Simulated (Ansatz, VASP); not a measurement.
**One calculation of KCl, two programs**

```xyz
2
Lattice="3.1213 3.1213 0.0000 -3.1213 3.1213 0.0000 0.0000 3.1213 3.1213" Properties=species:S:1:pos:R:3 pbc="T T T"
K     0.0000    0.0000    0.0000
Cl    0.0000    3.1213    0.0000
```

Change from the starting cell: unstrained.

Alike in both runs: task single point; functional PBEsol; k mesh 6 × 6 × 6; no spin polarisation.

|  | VASP | Ansatz |
| --- | --- | --- |
| version | VASP 6.6.1 | Ansatz 0.2.0 |
| potentials or method | VASP PAW PBE potentials, release 64 (K_sv, Cl), cutoff 520 eV | all-electron LAPW, scalar-relativistic |
| occupations | gaussian, width 0.01 eV | fixed |

|  | VASP | Ansatz | Ansatz less VASP |
| --- | --- | --- | --- |
| gap on the k mesh at the Fermi level (eV) | 5.10 | 5.10 | +0.004 |
| pressure (GPa) | 0.1 | 0.0 | -0.05 |

VASP's potentials were made for PBE, not for PBEsol. Ansatz ran all-electron here, and VASP with PAW potentials.
